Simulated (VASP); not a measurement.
Crystal: F.

```
CELL_PARAMETERS angstrom
0.00000 2.53290 2.53290
2.53290 0.00000 2.53290
2.53290 2.53290 0.00000
ATOMIC_POSITIONS crystal
F 0.87500 0.87500 0.87500
F 0.12500 0.12500 0.12500
```

| Property | Result |
| --- | --- |
| Program | VASP 6.6.1 |
| Task | relaxation of cell and atoms |
| Functional | PBE |
| Potentials or basis | VASP PAW PBE potentials, release 64 (F) |
| Cutoff | 600 eV |
| k mesh | 13 × 13 × 13 |
| Occupations | fermi-dirac, width 0.05 eV |
| Spin | no spin polarisation |

At the start: pressure -3.7 GPa; volume 16.25 Å³/atom.

Problem. Where does the relaxation end?

Solution. Over 5 steps the energy falls by 26.5 meV/atom and the volume is 14.28 Å³/atom (-12.1 %); space group Fd-3m (No. 227, to 0.1 Å) before and after.

The path:
| step | energy change (eV) | largest force (eV/Å) | pressure (GPa) | volume (Å³) |
| --- | --- | --- | --- | --- |
| 1 | 0.0000 | 0.0000 | -3.68 | 32.50 |
| 2 | -0.0337 | 0.0000 | -2.50 | 30.77 |
| 3 | -0.0527 | 0.0000 | -0.33 | 28.75 |
| 4 | -0.0529 | 0.0000 | 0.06 | 28.47 |
| 5 | -0.0529 | 0.0000 | -0.05 | 28.55 |

Final structure:
```
F
1.0
     0.00000    2.42587    2.42587
     2.42587    0.00000    2.42587
     2.42587    2.42587    0.00000
F
2
Direct
  0.87500 0.87500 0.87500
  0.12500 0.12500 0.12500
```
